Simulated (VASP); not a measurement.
Set up this calculation in VASP 6.6.1, as the native input.

```yaml
Task: single point
Functional: PBE
Potentials_or_basis: VASP PAW PBE potentials, release 64 (Os, Te)
Cutoff: 520 eV
k_mesh: 10 × 10 × 10
Occupations: gaussian, width 0.05 eV
Spin: collinear spin
Starting_moments: "[0.05, 0.0] μB"
Dipole_correction: no
Further_INCAR_settings: ALGO = Normal; EDIFF = 1e-07; NBANDS = 18
```

The structure of TeOs lies in POSCAR:

```
TeOs
1.0
    0.0000000000      2.7330707412      2.7330707412
    2.6784093264      0.0000000000      2.7330707412
    2.6784093264      2.7330707412      0.0000000000
Os Te
1 1
Direct
    0.5000000000      0.5000000000      0.5000000000
    0.0000000000      0.0000000000      0.0000000000
```

One way to write it, as run:

INCAR

```
SYSTEM = TeOs
PREC = Accurate
ENCUT = 520
EDIFF = 1E-7
ISMEAR = 0
SIGMA = 0.05
LREAL = .False.
LASPH = .True.
NELM = 150
ALGO = Normal
ISIF = 2
LWAVE = .False.
LCHARG = .False.
ISPIN = 2
MAGMOM = 0.05 0
LORBIT = 11
LMAXMIX = 4
GGA = PE
NBANDS = 18
```

KPOINTS

```
regular mesh
0
Gamma
  10 10 10
  0 0 0
```

Potentials or basis: VASP PAW PBE potentials, release 64 (Os, Te).

Command:

```bash
$ cat potpaw_PBE.64/Os/POTCAR potpaw_PBE.64/Te/POTCAR > POTCAR
$ mpirun -np 1 vasp_std > vasp.out
```

Results of the run:

- Pressure: 3.3 GPa
- Band gap on the k mesh: zero (filled and empty bands overlap)
- Net moment: 0.00 μB per cell
- Valence electrons inside the program's atomic spheres: Os 7.21; Te 3.38

Caveat: the stress differs along the axes, from 2 to 7 GPa; spin-orbit coupling is left out, which moves the levels of the heavy elements.

Wall time 70 s on 1 thread of Intel(R) Xeon(R) 6975P-C (Granite Rapids), with other jobs on the host, peak memory 0.26 GiB.
